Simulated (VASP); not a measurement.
# SrO (Fm-3m) in VASP: notebook

Runs on SrO. Level: LDA. Tasks: single point.

Everything below comes from runs of VASP 6.6.1. Logs are shortened: lines on timing, memory, paths and dates and some standing lists are left out, and cuts for length are marked.

## 1. The cell of the first run

Symmetry: Fm-3m, No. 225, cubic system. The conventional cell has a = 5.039 Å, b = 5.039 Å, c = 5.039 Å, α = 90.00°, β = 90.00°, γ = 90.00°. Sr (site symmetry m-3m) has 6 O at 2.52 Å within 3.3 Å. O (site symmetry m-3m) has 6 Sr at 2.52 Å within 3.3 Å.

## 2. Single point, LDA

Contents of INCAR:

```
ALGO = Normal
EDIFF = 1E-6
ENCUT = 520
ISIF = 2
ISMEAR = 0
LASPH = T
LCHARG = F
LREAL = F
LWAVE = F
NBANDS = 15
NELM = 60
PREC = Accurate
SIGMA = 0.01
```

Contents of KPOINTS:

```
k-points
0
Gamma
  8 8 8
```

Contents of POSCAR:

```
SrO
1.0
    0.0000000000      2.5195365828      2.5195365828
    2.5195365828      0.0000000000      2.5195365828
    2.5195365828      2.5195365828      0.0000000000
Sr O
1 1
Direct
    0.5000000000      0.5000000000      0.5000000000
    0.0000000000      0.0000000000      0.0000000000
```

Potentials or basis: VASP PAW LDA potentials, release 64 (Sr_sv, O).

The run is started by

```sh
$ cat potpaw_LDA.64/Sr_sv/POTCAR potpaw_LDA.64/O/POTCAR > POTCAR
$ mpirun -np 1 vasp_std > vasp.out
```

OUTCAR:

```text
EDIFF = 1E-6
   ENCUT = 520
   ISIF = 2
   ISMEAR = 0
   LASPH = T
   LREAL = F
   NELM = 60
   PREC = Accurate

 ion  position               nearest neighbor table
   1  0.500  0.500  0.500-   2 2.52   2 2.52   2 2.52   2 2.52   2 2.52   2 2.52
   2  0.000  0.000  0.000-   1 2.52   1 2.52   1 2.52   1 2.52   1 2.52   1 2.52

  LATTYP: Found a face centered cubic cell.
 ALAT       =     5.0390731656

  Lattice vectors:

 A1 = (   0.0000000000,   2.5195365828,   2.5195365828)
 A2 = (   2.5195365828,   0.0000000000,   2.5195365828)
 A3 = (   2.5195365828,   2.5195365828,   0.0000000000)

Analysis of symmetry for initial positions (statically):
[... 33 lines left out ...]
                                     Primitive cell

  volume of cell :      31.9884

  direct lattice vectors                    reciprocal lattice vectors
     0.000000000  2.519536583  2.519536583    -0.198449192  0.198449192  0.198449192
     2.519536583  0.000000000  2.519536583     0.198449192 -0.198449192  0.198449192
     2.519536583  2.519536583  0.000000000     0.198449192  0.198449192 -0.198449192

  length of vectors
     3.563162806  3.563162806  3.563162806     0.343724084  0.343724084  0.343724084

  position of ions in fractional coordinates (direct lattice)
     0.500000000  0.500000000  0.500000000
     0.000000000  0.000000000  0.000000000

  ion indices of the primitive-cell ions
   primitive index   ion index
                 1           1
                 2           2

----------------------------------------------------------------------------------------

 KPOINTS: k-points

Automatic generation of k-mesh.
 Grid dimensions read from file:
 generate k-points for:    8    8    8

 Generating k-lattice:

  Cartesian coordinates                     Fractional coordinates (reciprocal lattice)
    -0.024806149  0.024806149  0.024806149     0.125000000  0.000000000  0.000000000
     0.024806149 -0.024806149  0.024806149     0.000000000  0.125000000  0.000000000
     0.024806149  0.024806149 -0.024806149     0.000000000  0.000000000  0.125000000

  Length of vectors
     0.042965510  0.042965510  0.042965510

  Shift w.r.t. Gamma in fractional coordinates (k-lattice)
     0.000000000  0.000000000  0.000000000

 Subroutine IBZKPT returns following result:
 ===========================================

 Found     29 irreducible k-points:

 Following reciprocal coordinates:
            Coordinates               Weight
  0.000000  0.000000  0.000000      1.000000
  0.125000  0.000000  0.000000      8.000000
  0.250000  0.000000  0.000000      8.000000
  0.375000  0.000000  0.000000      8.000000
  0.500000  0.000000  0.000000      4.000000
  0.125000  0.125000  0.000000      6.000000
[... 16 lines left out ...]
  0.500000  0.250000  0.125000     48.000000
 -0.375000  0.250000  0.125000     24.000000
 [... further k-points ...]
   k-points           NKPTS =     29   k-points in BZ     NKDIM =     29   number of bands    NBANDS=     15
   number of dos      NEDOS =    301   number of ions     NIONS =      2
   total plane-waves  NPLWV =  21952
   dimension x,y,z NGX =    28 NGY =   28 NGZ =   28
   dimension x,y,z NGXF=    56 NGYF=   56 NGZF=   56
   ions per type =               1   1
   NGX,Y,Z   is equivalent  to a cutoff of  13.06, 13.06, 13.06 a.u.
   NGXF,Y,Z  is equivalent  to a cutoff of  26.13, 26.13, 26.13 a.u.
 SYSTEM =  unknown system
   PREC   = accura    normal or accurate (medium, high low for compatibility)
   ISTART =      0    job   : 0-new  1-cont  2-samecut
   ICHARG =      2    charge: 1-file 2-atom 10-const
   ISPIN  =      1    spin polarized calculation?
   LNONCOLLINEAR =      F non collinear calculations
   LSORBIT =      F    spin-orbit coupling
   LASPH  =      T    aspherical Exc in radial PAW
   ENCUT  =  520.0 eV  38.22 Ry    6.18 a.u.   6.63  6.63  6.63*2*pi/ulx,y,z
   NELM   =     60;   NELMIN=  2; NELMDL= -5     # of ELM steps
   EDIFF  = 0.1E-05   stopping-criterion for ELM
   LREAL  =      F    real-space projection
   EDIFFG = 0.1E-04   stopping-criterion for IOM
   NSW    =      0    number of steps for IOM
   IBRION =     -1    ionic relax: 0-MD 1-quasi-New 2-CG
   NFREE  =      0    steps in history (QN), initial steepest desc. (CG)
   ISIF   =      2    stress and relaxation
   ISYM   =      2    0-nonsym 1-usesym 2-fastsym
   POTIM  = 0.5000    time-step for ionic-motion
   TEBEG  =    0.0;   TEEND  =   0.0 temperature during run
   PSTRESS=    0.0 pullay stress
   NELECT =      16.0000    total number of electrons
   NUPDOWN=      -1.0000    fix difference up-down
   EMIN   =  10.00;   EMAX   =-10.00  energy-range for DOS
   EFERMI =   0.00;   METHOD = LEGACY
   ISMEAR =     0;   SIGMA  =   0.01  broadening in eV -4-tet -1-fermi 0-gaus
   EFERMI_NEDOS =   21; number of points for ismear=-14 and -15
   IALGO  =     38    algorithm
   IMIX   =      4    mixing-type and parameters
     AMIX     =   0.40;   BMIX     =  1.00
     AMIX_MAG =   1.60;   BMIX_MAG =  1.00
  volume/ion in A,a.u.               =      15.99       107.93
  Fermi-wavevector in a.u.,A,eV,Ry     =   1.299524  2.455743 22.976995  1.688761
  Thomas-Fermi vector in A             =   2.430782
   LORBIT       =      0    0 simple, 1 ext, 2 COOP (PROOUT), +10 PAW based schemes
   GGA     = CA    functional components
   LHFCALC =     F    Hartree Fock is set to
   AEXX    =    0.0000 exact exchange contribution
   IVDW    =     0    specifies the selected vdW correction
   LEPSILON=     F    determine dielectric tensor
   LRPA    =     F    only Hartree local field effects (RPA)
 non-spin polarized calculation
 Gauss-broadening in eV      SIGMA  =   0.01
  energy-cutoff  :      520.00
  volume of cell :       31.99
 maximum number of plane-waves:       881
 NGX is ok and might be reduce to    28
   NGX = 13   NGY = 13   NGZ = 13

 number of electron      15.9999997 magnetization

 Free energy of the ion-electron system (eV)
  ---------------------------------------------------
  ext. energy  EPLUGINS =         0.00000000
  ---------------------------------------------------
  free energy    TOTEN  =       -13.38131348 eV

  energy without entropy =      -13.38131348  energy(sigma->0) =      -13.38131348

 E-fermi :   1.7633     XC(G=0): -10.8153

 val. band max:        1.6497773701   @ k =   0.0000   0.0000   0.0000
 cond. band min:       4.6942877925   @ k =   0.5000   0.5000   0.0000
 fundamental gap:      3.0445104224
 Fermi energy:         1.7632560056

 k-point     1 :       0.0000    0.0000    0.0000
  band No.  band energies     occupation
      1     -30.2407      2.00000
      2     -13.1879      2.00000
      3     -11.8935      2.00000
      4     -11.8935      2.00000
      5     -11.8935      2.00000
      6       1.6498      2.00000
      7       1.6498      2.00000
      8       1.6498      2.00000
      9       5.8947      0.00000
     10       7.8767      0.00000
     11       7.8767      0.00000
     12       7.8767      0.00000
     13      10.2443      0.00000
     14      10.2443      0.00000
     15      14.3649      0.00000

 k-point     2 :       0.1250    0.0000    0.0000
  band No.  band energies     occupation
      1     -30.2136      2.00000
      2     -13.6020      2.00000
      3     -11.9081      2.00000
      4     -11.9081      2.00000
      5     -11.5418      2.00000
      6       1.1609      2.00000
      7       1.4236      2.00000
      8       1.4236      2.00000
      9       6.6251      0.00000
     10       7.7139      0.00000
     11       8.2096      0.00000
     12       8.2096      0.00000
     13      10.7018      0.00000
     14      10.7018      0.00000
     15      15.4550      0.00000

 k-point     3 :       0.2500    0.0000    0.0000
  band No.  band energies     occupation
      1     -30.1472      2.00000
      2     -14.2621      2.00000
      3     -11.9428      2.00000
      4     -11.9428      2.00000
      5     -11.0328      2.00000
      6       0.2631      2.00000
      7       0.9406      2.00000
      8       0.9406      2.00000
      9       7.6864      0.00000
     10       8.2010      0.00000
     11       9.1178      0.00000
     12       9.1178      0.00000
     13      11.8355      0.00000
     14      11.8355      0.00000
     15      17.7013      0.00000

 k-point     4 :       0.3750    0.0000    0.0000
  band No.  band energies     occupation
      1     -30.0794      2.00000
      2     -14.7602      2.00000
      3     -11.9766      2.00000
      4     -11.9766      2.00000
      5     -10.6858      2.00000
      6      -0.4508      2.00000
      7       0.5220      2.00000
      8       0.5220      2.00000
      9       8.0699      0.00000
     10       9.7425      0.00000
     11      10.2436      0.00000
     12      10.2436      0.00000
     13      13.2329      0.00000
     14      13.2329      0.00000
     15      17.8568      0.00000
[... 307 lines left out ...]
 k-point    22 :       0.3750    0.2500    0.1250
  band No.  band energies     occupation
      1     -30.0989      2.00000
      2     -14.2954      2.00000
      3     -12.2249      2.00000
      4     -12.0185      2.00000
      5     -11.0889      2.00000
      6       0.0648      2.00000
      7       0.8697      2.00000
      8       1.3791      2.00000
      9       6.6344      0.00000
     10       8.5126      0.00000
     11      10.0756      0.00000
     12      10.5139      0.00000
     13      12.0003      0.00000
     14      12.9089      0.00000
     15      18.8074      0.00000

 k-point    23 :       0.5000    0.2500    0.1250
  band No.  band energies     occupation
      1     -30.0452      2.00000
      2     -14.4985      2.00000
      3     -12.3595      2.00000
      4     -12.1138      2.00000
      5     -11.0148      2.00000
      6       0.0002      2.00000
      7       0.6148      2.00000
      8       1.1218      2.00000
      9       7.2029      0.00000
     10       9.0809      0.00000
     11      10.9523      0.00000
     12      11.0171      0.00000
     13      13.2468      0.00000
     14      14.2396      0.00000
     15      16.4666      0.00000

 k-point    24 :      -0.3750    0.2500    0.1250
  band No.  band energies     occupation
      1     -30.0227      2.00000
      2     -14.5795      2.00000
      3     -12.3879      2.00000
      4     -12.1847      2.00000
      5     -10.9834      2.00000
      6      -0.0488      2.00000
      7       0.7153      2.00000
      8       0.8260      2.00000
      9       8.1168      0.00000
     10       8.4894      0.00000
     11      11.4370      0.00000
     12      11.4930      0.00000
     13      13.8320      0.00000
     14      15.1475      0.00000
     15      15.5400      0.00000

 [... further k-points ...]
[... 5 lines left out ...]
  --------------------------------------------------------------------------------------
  -------------------------------------------------------------------------------------
  Total        0.5032691      0.5032691      0.5032691      0.0000000     -0.0000000      0.0000000
  in kB       25.2068673     25.2068673     25.2068673      0.0000000     -0.0000000      0.0000000
  external PRESSURE =      25.2068673 kB  Pullay stress =       0.0000000 kB

 VOLUME and BASIS-vectors are now :
 -----------------------------------------------------------------------------
  energy-cutoff  :      520.00
  volume of cell :       31.99
      direct lattice vectors                 reciprocal lattice vectors
     0.000000000  2.519536583  2.519536583    -0.198449192  0.198449192  0.198449192
     2.519536583  0.000000000  2.519536583     0.198449192 -0.198449192  0.198449192
     2.519536583  2.519536583  0.000000000     0.198449192  0.198449192 -0.198449192

 POSITION                                       TOTAL-FORCE (eV/Angst)
 -----------------------------------------------------------------------------------
      2.51954      2.51954      2.51954         0.000000      0.000000     -0.000000
      0.00000      0.00000      0.00000        -0.000000     -0.000000      0.000000
 -----------------------------------------------------------------------------------
    total drift:                                0.000000      0.000000      0.000000

  FREE ENERGIE OF THE ION-ELECTRON SYSTEM (eV)
  ---------------------------------------------------
  free  energy   TOTEN  =       -13.3813134831 eV

  energy  without entropy=      -13.3813134831  energy(sigma->0) =      -13.38131348
```

Wall time 6 s (1 thread of AMD EPYC 9R45 (Zen 5), shared host); peak memory 0.12 GiB.

What came out:

| Property | Result |
| --- | --- |
| Free energy | -13.3813 eV |
| Pressure | 2.5 GPa |
| Band gap on the k mesh | 3.04 eV, indirect (least direct gap 3.08 eV) |

## 3. Single point, LDA

This run uses another cell than the first one, of 16.24 Å³/atom, 1.015 times its volume.

Contents of INCAR:

```
PREC = Accurate
ENCUT = 520
EDIFF = 1E-6
ISMEAR = 0
SIGMA = 0.01
LREAL = F
LASPH = T
NELM = 80
ALGO = Normal
ISIF = 2
LWAVE = F
LCHARG = F
NBANDS = 15
```

Contents of KPOINTS:

```
regular mesh
0
Gamma
  8 8 8
```

Contents of POSCAR:

```
SrO
1.0
    0.0000000000      2.5321975707      2.5321975707
    2.5321975707      0.0000000000      2.5321975707
    2.5321975707      2.5321975707      0.0000000000
Sr O
1 1
Direct
    0.5000000000      0.5000000000      0.5000000000
    0.0000000000      0.0000000000      0.0000000000
```

Potentials or basis: VASP PAW LDA potentials, release 64 (Sr_sv, O).

The run is started by

```sh
$ cat potpaw_LDA.64/Sr_sv/POTCAR potpaw_LDA.64/O/POTCAR > POTCAR
$ mpirun -np 1 vasp_std > vasp.out
```

OUTCAR:

```text
PREC = Accurate
   ENCUT = 520
   EDIFF = 1E-6
   ISMEAR = 0
   LREAL = F
   LASPH = T
   NELM = 80
   ISIF = 2

 ion  position               nearest neighbor table
   1  0.500  0.500  0.500-   2 2.53   2 2.53   2 2.53   2 2.53   2 2.53   2 2.53
   2  0.000  0.000  0.000-   1 2.53   1 2.53   1 2.53   1 2.53   1 2.53   1 2.53

  LATTYP: Found a face centered cubic cell.
 ALAT       =     5.0643951414

  Lattice vectors:

 A1 = (   0.0000000000,   2.5321975707,   2.5321975707)
 A2 = (   2.5321975707,   0.0000000000,   2.5321975707)
 A3 = (   2.5321975707,   2.5321975707,   0.0000000000)

Analysis of symmetry for initial positions (statically):
[... 33 lines left out ...]
                                     Primitive cell

  volume of cell :      32.4730

  direct lattice vectors                    reciprocal lattice vectors
     0.000000000  2.532197571  2.532197571    -0.197456946  0.197456946  0.197456946
     2.532197571  0.000000000  2.532197571     0.197456946 -0.197456946  0.197456946
     2.532197571  2.532197571  0.000000000     0.197456946  0.197456946 -0.197456946

  length of vectors
     3.581068147  3.581068147  3.581068147     0.342005463  0.342005463  0.342005463

  position of ions in fractional coordinates (direct lattice)
[... 133 lines left out ...]

 k-point     1 :       0.0000    0.0000    0.0000
  band No.  band energies     occupation
      1     -30.3649      2.00000
      2     -13.2472      2.00000
      3     -12.0375      2.00000
      4     -12.0375      2.00000
      5     -12.0375      2.00000
      6       1.5715      2.00000
      7       1.5715      2.00000
      8       1.5715      2.00000
      9       5.7030      0.00000
     10       7.7690      0.00000
     11       7.7690      0.00000
     12       7.7690      0.00000
     13      10.1003      0.00000
     14      10.1003      0.00000
[... 401 lines left out ...]
      2     -14.6127      2.00000
      3     -12.5093      2.00000
      4     -12.3148      2.00000
      5     -11.1260      2.00000
      6      -0.1079      2.00000
      7       0.6505      2.00000
      8       0.7537      2.00000
      9       7.9855      0.00000
     10       8.3534      0.00000
     11      11.2276      0.00000
     12      11.3192      0.00000
     13      13.6106      0.00000
     14      14.9107      0.00000
     15      15.2711      0.00000

 [... further k-points ...]
[... 5 lines left out ...]
  --------------------------------------------------------------------------------------
  -------------------------------------------------------------------------------------
  Total        0.1697116      0.1697116      0.1697116     -0.0000000      0.0000000     -0.0000000
  in kB        8.3733505      8.3733505      8.3733505     -0.0000000      0.0000000     -0.0000000
  external PRESSURE =       8.3733505 kB  Pullay stress =       0.0000000 kB

 VOLUME and BASIS-vectors are now :
 -----------------------------------------------------------------------------
  energy-cutoff  :      520.00
  volume of cell :       32.47
      direct lattice vectors                 reciprocal lattice vectors
     0.000000000  2.532197571  2.532197571    -0.197456946  0.197456946  0.197456946
     2.532197571  0.000000000  2.532197571     0.197456946 -0.197456946  0.197456946
     2.532197571  2.532197571  0.000000000     0.197456946  0.197456946 -0.197456946

 POSITION                                       TOTAL-FORCE (eV/Angst)
 -----------------------------------------------------------------------------------
      2.53220      2.53220      2.53220         0.000000      0.000000     -0.000000
      0.00000      0.00000      0.00000         0.000000      0.000000      0.000000
 -----------------------------------------------------------------------------------
    total drift:                                0.000000      0.000000      0.000000

  FREE ENERGIE OF THE ION-ELECTRON SYSTEM (eV)
  ---------------------------------------------------
  free  energy   TOTEN  =       -13.3867273712 eV

  energy  without entropy=      -13.3867273712  energy(sigma->0) =      -13.38672737
```

OSZICAR:

```text
N       E                     dE             d eps       ncg     rms          rms(c)
DAV:   1     0.590540420431E+02    0.59054E+02   -0.79149E+03   870   0.102E+03
DAV:   2    -0.125361658324E+02   -0.71590E+02   -0.65540E+02  1209   0.216E+02
DAV:   3    -0.154761410595E+02   -0.29400E+01   -0.29211E+01  1238   0.382E+01
DAV:   4    -0.155845131092E+02   -0.10837E+00   -0.10836E+00  1080   0.507E+00
DAV:   5    -0.155847849471E+02   -0.27184E-03   -0.27184E-03  1102   0.291E-01    0.188E+01
DAV:   6    -0.136050825841E+02    0.19797E+01   -0.62339E+00   891   0.197E+01    0.227E+01
DAV:   7    -0.134354209760E+02    0.16966E+00   -0.31340E-01  1038   0.500E+00    0.126E+01
DAV:   8    -0.133858545084E+02    0.49566E-01   -0.13063E-01  1157   0.326E+00    0.144E+00
DAV:   9    -0.133867952502E+02   -0.94074E-03   -0.56416E-03  1351   0.441E-01    0.330E-01
DAV:  10    -0.133867105040E+02    0.84746E-04   -0.16729E-04  1003   0.131E-01    0.182E-01
DAV:  11    -0.133867260011E+02   -0.15497E-04   -0.71638E-05   996   0.828E-02    0.196E-02
DAV:  12    -0.133867273474E+02   -0.13463E-05   -0.48516E-06  1031   0.176E-02    0.461E-03
DAV:  13    -0.133867273712E+02   -0.23874E-07   -0.19136E-07   491   0.437E-03
   1 F= -.13386727E+02 E0= -.13386727E+02  d E =-.109995E-17
```

stdout:

```text
POSCAR found type information on POSCAR SrO
 POSCAR found :  2 types and       2 ions
 scaLAPACK will be used
 LDA part: xc-table for (Slater(with rela. corr.)+CA(PZ))
 , standard interpolation
 POSCAR, INCAR and KPOINTS ok, starting setup
 FFT: planning ... GRIDC
 FFT: planning ... GRID_SOFT
 FFT: planning ... GRID
 WAVECAR not read
 entering main loop
```

It took 6 s on 1 thread of AMD EPYC 9R45 (Zen 5), shared host; peak memory 0.11 GiB.

Results:

| Item | Value |
| --- | --- |
| Free energy | -13.3867 eV |
| Pressure | 0.8 GPa |
| Band gap on the k mesh | 3.06 eV, indirect (least direct gap 3.11 eV) |

Levels at points of the mesh, in eV from the valence-band top:
```tsv
k point	band 5	band 6	band 7	band 8	band 9	band 10	band 11	band 12
(0.00, 0.00, 0.00)	-13.61	0.00	0.00	0.00	4.13	6.20	6.20	6.20
(0.50, 0.00, 0.00)	-12.29	-2.34	-1.25	-1.25	6.64	8.63	9.07	9.07
(0.50, 0.50, 0.00)	-14.05	-0.34	-0.05	-0.05	3.06	8.11	10.49	10.58
```

A k mesh can miss the band edges. As with any semilocal functional, this LDA gap is likely too small.

[end of part 1 of 2]
